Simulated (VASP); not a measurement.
# GaAs: single point with PBEsol

The system is GaAs.

```
CELL_PARAMETERS angstrom
3.27190 0.00000 0.00000
0.00000 3.27190 0.00000
0.00000 0.00000 3.27190
ATOMIC_POSITIONS crystal
Ga 0.00000 0.00000 0.00000
As 0.50000 0.50000 0.50000
```

```yaml
Program: VASP 6.6.1
Task: single point
Functional: PBEsol
Potentials_or_basis: VASP PAW PBE potentials, release 64 (Ga_d, As)
Cutoff: 520 eV
k_mesh: 14 × 14 × 14
Occupations: fermi-dirac, width 0.15 eV
Spin: no spin polarisation
Dipole_correction: no
Further_INCAR_settings: ALGO = Normal; EDIFF = 1e-06; NBANDS = 16
```

```
Pressure               : 2.9 GPa
Band gap on the k mesh : zero (bands 9 and 10 overlap by 4.08 eV)
```

Levels at points of the mesh, in eV from the Fermi level:
```
           k point  band 7  band 8  band 9  band 10  band 11  band 12
(0.00, 0.00, 0.00)   -1.78   -0.77   -0.77    -0.77     4.64     4.64
(0.50, 0.00, 0.00)   -8.84    1.46    1.46     2.97     3.70     4.82
(0.50, 0.50, 0.00)   -5.71   -5.71   -4.93     2.47     7.34     7.40
(0.50, 0.50, 0.50)   -2.89   -2.89   -2.89    -2.13    -0.78    -0.78
```

Wall time 25 s on 1 thread of Intel(R) Xeon(R) 6975P-C (Granite Rapids), on a shared host, peak memory 0.19 GiB.

Caveat: the PAW data sets were made with another functional, which shifts forces and pressure a little.
